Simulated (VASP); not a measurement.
# Re2Cl3 (P-4m2) in VASP: single point with PBE

Aim: the single point of Re2Cl3 with PBE.

Everything below comes from runs of VASP 6.6.1. Logs are shortened: lines on timing, memory, paths and dates and some standing lists are left out, and cuts for length are marked.

### Step 1. The cell of the first run

It takes space group P-4m2 (No. 115, tetragonal). Conventional cell: a = 2.962 Å, b = 2.962 Å, c = 10.092 Å, α = 90.00°, β = 90.00°, γ = 90.00°. Within 3.1 Å of Re (site symmetry 2mm) lie 6 Cl at 2.31 to 2.66 Å and 4 Re at 2.96 Å. Within 3.5 Å of Cl (site symmetry 2mm) lie 4 Re at 2.66 Å and 4 Cl at 2.96 Å. Within 3.1 Å of Cl (site symmetry -4m2) lie 4 Re at 2.31 Å and 4 Cl at 2.96 Å.

### Step 2. Single point, PBE, collinear spin, ferromagnetic start

File INCAR:

```
PREC     = Accurate       # precision mode
ENCUT    = 520            # plane-wave cutoff, eV
EDIFF    = 1E-6           # SCF threshold, eV
ISMEAR   = 0              # smearing method
SIGMA    = 0.2            # smearing width, eV
LREAL    = False          # projectors in reciprocal space
LASPH    = True           # aspherical terms in the spheres
NELM     = 150            # most SCF steps
ALGO     = Normal         # electronic algorithm
ISIF     = 2              # what is computed and relaxed
LWAVE    = False          # write WAVECAR
LCHARG   = False          # write CHGCAR
ISPIN    = 2              # spin polarisation
MAGMOM   = 1 1 0 0 0      # initial moments
LORBIT   = 11             # projections on sites
LMAXMIX  = 4              # l up to which the mixer works
GGA      = PE             # functional
NBANDS   = 30             # bands
```

File KPOINTS:

```
regular mesh
0
Gamma
  4 4 2
```

File POSCAR:

```
Re2Cl3
1.0
    2.9622807173      0.0000000000      0.0000000000
    0.0000000000      2.9622807173      0.0000000000
    0.0000000000      0.0000000000     10.0916909930
Re Cl
2 3
Direct
    0.5000000000      0.0000000000      0.1761241547
    0.0000000000      0.5000000000      0.8238758453
    0.0000000000      0.5000000000      0.3390432337
    0.5000000000      0.0000000000      0.6609567663
    0.5000000000      0.5000000000      0.0000000000
```

Potentials or basis: VASP PAW PBE potentials, release 64 (Re, Cl).

On the command line:

```sh
> cat potpaw_PBE.64/Re/POTCAR potpaw_PBE.64/Cl/POTCAR > POTCAR
> mpirun -np 1 vasp_std > vasp.out
```

OUTCAR:

```text
PREC = Accurate
   ENCUT = 520
   EDIFF = 1E-6
   ISMEAR = 0
   LREAL = False
   LASPH = True
   NELM = 150
   ISIF = 2
   ISPIN = 2
   LORBIT = 11
   GGA = PE

 ion  position               nearest neighbor table
   1  0.500  0.000  0.176-   5 2.31   5 2.31   3 2.66   3 2.66   3 2.66   3 2.66
   2  0.000  0.500  0.824-   5 2.31   5 2.31   4 2.66   4 2.66   4 2.66   4 2.66
   3  0.000  0.500  0.339-   1 2.66   1 2.66   1 2.66   1 2.66
   4  0.500  0.000  0.661-   2 2.66   2 2.66   2 2.66   2 2.66
   5  0.500  0.500  0.000-   1 2.31   2 2.31   1 2.31   2 2.31

  LATTYP: Found a simple tetragonal cell.
 ALAT       =     2.9622807173
 C/A-ratio  =     3.4067301367

  Lattice vectors:

 A1 = (   2.9622807173,   0.0000000000,   0.0000000000)
 A2 = (   0.0000000000,   2.9622807173,   0.0000000000)
 A3 = (   0.0000000000,   0.0000000000,  10.0916909930)

Analysis of symmetry for initial positions (statically):
=====================================================================
 Subroutine PRICEL returns:
 Original cell was already a primitive cell.

 Routine SETGRP: Setting up the symmetry group for a
 simple tetragonal supercell.

 Subroutine GETGRP returns: Found  8 space group operations
 (whereof  8 operations were pure point group operations)
 out of a pool of 16 trial point group operations.

The static configuration has the point symmetry D_2d.

Analysis of symmetry for dynamics (positions and initial velocities):
=====================================================================
 Subroutine PRICEL returns:
 Original cell was already a primitive cell.

 Routine SETGRP: Setting up the symmetry group for a
 simple tetragonal supercell.

 Subroutine GETGRP returns: Found  8 space group operations
 (whereof  8 operations were pure point group operations)
 out of a pool of 16 trial point group operations.

The dynamic configuration has the point symmetry D_2d.

Analysis of structural, dynamic, and magnetic symmetry:
=====================================================================
 Subroutine PRICEL returns:
 Original cell was already a primitive cell.

 Routine SETGRP: Setting up the symmetry group for a
 simple tetragonal supercell.

 Subroutine GETGRP returns: Found  8 space group operations
 (whereof  8 operations were pure point group operations)
 out of a pool of 16 trial point group operations.

The overall configuration has the point symmetry D_2d.

 Subroutine INISYM returns: Found  8 space group operations
[... 120 lines left out ...]
   LRPA    =     F    only Hartree local field effects (RPA)
 spin polarized calculation
 Gauss-broadening in eV      SIGMA  =   0.20
  energy-cutoff  :      520.00
  volume of cell :       88.56
 maximum number of plane-waves:      2405
 NGX is ok and might be reduce to    24
   NGX = 11   NGY = 11   NGZ = 37

 number of electron      34.9999996 magnetization       0.0018303

 Free energy of the ion-electron system (eV)
  ---------------------------------------------------
  ext. energy  EPLUGINS =         0.00000000
  ---------------------------------------------------
  free energy    TOTEN  =       -26.17372923 eV

  energy without entropy =      -26.11289133  energy(sigma->0) =      -26.14331028

 E-fermi :   6.7143     XC(G=0): -11.0236

 val. band max:        6.6136323137   @ k =   0.2500   0.0000   0.0000
 cond. band min:       6.8205570464   @ k =   0.2500   0.2500   0.0000
 fundamental gap:      0.2069247327
 Fermi energy:         6.7142746192

 spin component 1

 k-point     1 :       0.0000    0.0000    0.0000
  band No.  band energies     occupation
      1     -13.4155      1.00000
      2     -11.2961      1.00000
      3     -11.2522      1.00000
      4      -3.3504      1.00000
      5      -0.9342      1.00000
      6       0.4690      1.00000
[... 373 lines left out ...]
     28      14.4275      0.00000
     29      14.4275      0.00000
 Fermi energy:         6.7142746192

 spin component 2

 k-point     1 :       0.0000    0.0000    0.0000
  band No.  band energies     occupation
      1     -13.4153      1.00000
      2     -11.2960      1.00000
      3     -11.2521      1.00000
      4      -3.3502      1.00000
      5      -0.9339      1.00000
      6       0.4692      1.00000
[... 373 lines left out ...]
     28      14.4280      0.00000
     29      14.4280      0.00000
 [bands above 29 left out]

------------------------ aborting loop because EDIFF is reached ----------------------------------------

  FORCE on cell =-STRESS in cart. coord.  units (eV):
  Direction    XX          YY          ZZ          XY          YZ          ZX
  --------------------------------------------------------------------------------------
  -------------------------------------------------------------------------------------
  Total        0.2796152      0.2796152      0.8812572      0.0000000      0.0000000      0.0000000
  in kB        5.0588863      5.0588863     15.9439856      0.0000000      0.0000000      0.0000000
  external PRESSURE =       8.6872527 kB  Pullay stress =       0.0000000 kB

 VOLUME and BASIS-vectors are now :
 -----------------------------------------------------------------------------
  energy-cutoff  :      520.00
  volume of cell :       88.56
      direct lattice vectors                 reciprocal lattice vectors
     2.962280717  0.000000000  0.000000000     0.337577730  0.000000000  0.000000000
     0.000000000  2.962280717  0.000000000     0.000000000  0.337577730  0.000000000
     0.000000000  0.000000000 10.091690993     0.000000000  0.000000000  0.099091421

 POSITION                                       TOTAL-FORCE (eV/Angst)
 -----------------------------------------------------------------------------------
      1.48114      0.00000      1.77739        -0.000000      0.000000      0.150897
      0.00000      1.48114      8.31430        -0.000000      0.000000     -0.150897
      0.00000      1.48114      3.42152         0.000000      0.000000     -0.013833
      1.48114      0.00000      6.67017        -0.000000      0.000000      0.013833
      1.48114      1.48114      0.00000        -0.000000     -0.000000      0.000000
 -----------------------------------------------------------------------------------
    total drift:                                0.000000     -0.000000     -0.000000

  FREE ENERGIE OF THE ION-ELECTRON SYSTEM (eV)
  ---------------------------------------------------
  free  energy   TOTEN  =       -26.1737292290 eV

  energy  without entropy=      -26.1128913271  energy(sigma->0) =      -26.14331028

 total charge

# of ion       s       p       d       tot
------------------------------------------
    1        0.435   0.423   4.890   5.748
    2        0.435   0.423   4.890   5.748
    3        1.619   3.438   0.000   5.057
    4        1.619   3.438   0.000   5.057
    5        1.588   3.424   0.000   5.012
--------------------------------------------------
tot          5.696  11.145   9.779  26.620

 magnetization (x)

# of ion       s       p       d       tot
------------------------------------------
    1        0.000   0.000   0.000   0.000
    2        0.000   0.000   0.000   0.000
    3        0.000  -0.000   0.000  -0.000
    4        0.000  -0.000   0.000  -0.000
    5       -0.000  -0.000   0.000  -0.000
--------------------------------------------------
tot          0.000  -0.000   0.000   0.000
```

OSZICAR:

```text
N       E                     dE             d eps       ncg     rms          rms(c)
DAV:   1     0.186199227759E+03    0.18620E+03   -0.15972E+04  2824   0.121E+03
DAV:   2    -0.146218180697E+02   -0.20082E+03   -0.18565E+03  2704   0.318E+02
DAV:   3    -0.268299582371E+02   -0.12208E+02   -0.12065E+02  2592   0.881E+01
DAV:   4    -0.271024824134E+02   -0.27252E+00   -0.27208E+00  2560   0.187E+01
DAV:   5    -0.271160682235E+02   -0.13586E-01   -0.13582E-01  2584   0.470E+00    0.359E+01
DAV:   6    -0.262219491700E+02    0.89412E+00   -0.18005E+00  2752   0.266E+01    0.157E+01
DAV:   7    -0.261606303144E+02    0.61319E-01   -0.39597E-01  2560   0.563E+00    0.513E+00
DAV:   8    -0.261668287445E+02   -0.61984E-02   -0.59449E-02  2712   0.373E+00    0.125E+00
DAV:   9    -0.261708854648E+02   -0.40567E-02   -0.60474E-03  2608   0.721E-01    0.447E-01
DAV:  10    -0.261731661844E+02   -0.22807E-02   -0.33868E-03  2592   0.512E-01    0.195E-01
DAV:  11    -0.261735359906E+02   -0.36981E-03   -0.28140E-04  2616   0.168E-01    0.940E-02
DAV:  12    -0.261736187646E+02   -0.82774E-04   -0.22734E-05  2536   0.400E-02    0.570E-02
DAV:  13    -0.261737234945E+02   -0.10473E-03   -0.56057E-05  2488   0.597E-02    0.192E-02
DAV:  14    -0.261737289536E+02   -0.54591E-05   -0.58378E-06  2232   0.198E-02    0.661E-03
DAV:  15    -0.261737292290E+02   -0.27543E-06   -0.36796E-07  1168   0.100E-02
   1 F= -.26173729E+02 E0= -.26143310E+02  d E =-.608379E-01  mag=     0.0005
```

stdout:

```text
POSCAR found type information on POSCAR ReCl
 POSCAR found :  2 types and       5 ions
 scaLAPACK will be used
 LDA part: xc-table for (Slater+PW92), standard interpolation
 POSCAR, INCAR and KPOINTS ok, starting setup
 FFT: planning ... GRIDC
 FFT: planning ... GRID_SOFT
 FFT: planning ... GRID
 WAVECAR not read
 entering main loop
```

Wall time 62 s (1 thread of Intel Xeon Platinum 8259CL at 2.50GHz (Skylake/Cascade Lake), shared host); peak memory 0.25 GiB.

What came out:

| Quantity | Value |
| --- | --- |
| Free energy | -26.1737 eV |
| Pressure | 0.9 GPa |
| Largest force | 0.151 eV/Å |
| Net moment | 0.00 μB per cell |
| Valence electrons inside the program's atomic spheres | Re 5.75; Cl 5.06, 5.01 |

Forces in eV/Å, atoms in the order of the input:
```
Re   0.000  0.000  0.151
Re   0.000  0.000 -0.151
Cl   0.000  0.000 -0.014
Cl   0.000  0.000  0.014
Cl   0.000  0.000  0.000
```

Caveat: the k points lie up to 0.53 Å⁻¹ apart; spin-orbit coupling is left out, which moves the levels of the heavy elements; this functional lacks dispersion, which binds the layers, so the pressure and a relaxed spacing across them are unreliable.
